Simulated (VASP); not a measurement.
Write the native input for VASP 6.6.1 that does the following.

* Task: single point
* Functional: PBE
* Dispersion: D3(BJ)
* Potentials or basis: VASP PAW PBE potentials, release 64 (Ge_d, H)
* Cutoff: 520 eV
* k mesh: 7 × 7 × 1
* Occupations: gaussian, width 0.1 eV
* Spin: no spin polarisation
* Dipole correction: yes
* Further INCAR settings: ALGO = Normal; EDIFF = 1e-06; NBANDS = 36

The structure of Ge4H lies in POSCAR:

```
Ge4H
1.0
    4.0303587907      0.0000000000      0.0000000000
    0.0000000000      4.0303587907      0.0000000000
    0.0000000000      0.0000000000     21.6416627718
Ge H
4 1
Direct
    0.0000000000      0.5000000000      0.1848286817
    0.0000000000      0.0000000000      0.2506714513
    0.5000000000      0.0000000000      0.3196569899
    0.5000000000      0.5000000000      0.3854446333
    1.0000000000      1.0000000000      0.5009625594
```

One way to write it, as run:

INCAR

```
SYSTEM = Ge4H
ALGO = Normal
DIPOL = 0.5 0.5 0.328
EDIFF = 1E-6
ENCUT = 520
GGA = PE
IDIPOL = 3
ISIF = 2
ISMEAR = 0
IVDW = 12
LASPH = .TRUE.
LCHARG = .FALSE.
LDIPOL = .TRUE.
LREAL = .FALSE.
LWAVE = .FALSE.
NBANDS = 36
NELM = 60
PREC = Accurate
SIGMA = 0.1
```

KPOINTS

```
k-points
0
G
  7 7 1
  0 0 0
```

Potentials or basis: VASP PAW PBE potentials, release 64 (Ge_d, H).

Command:

```sh
$ cat potpaw_PBE.64/Ge_d/POTCAR potpaw_PBE.64/H/POTCAR > POTCAR
$ mpirun -np 1 vasp_std > vasp.out
```

It gave:

```yaml
Largest_force: 0.518 eV/Å
Dispersion_energy_per_atom: -0.180 eV
```

It took 6.2 min on 1 thread of Intel(R) Xeon(R) 6975P-C (Granite Rapids), with other jobs on the host, peak memory 0.48 GiB.
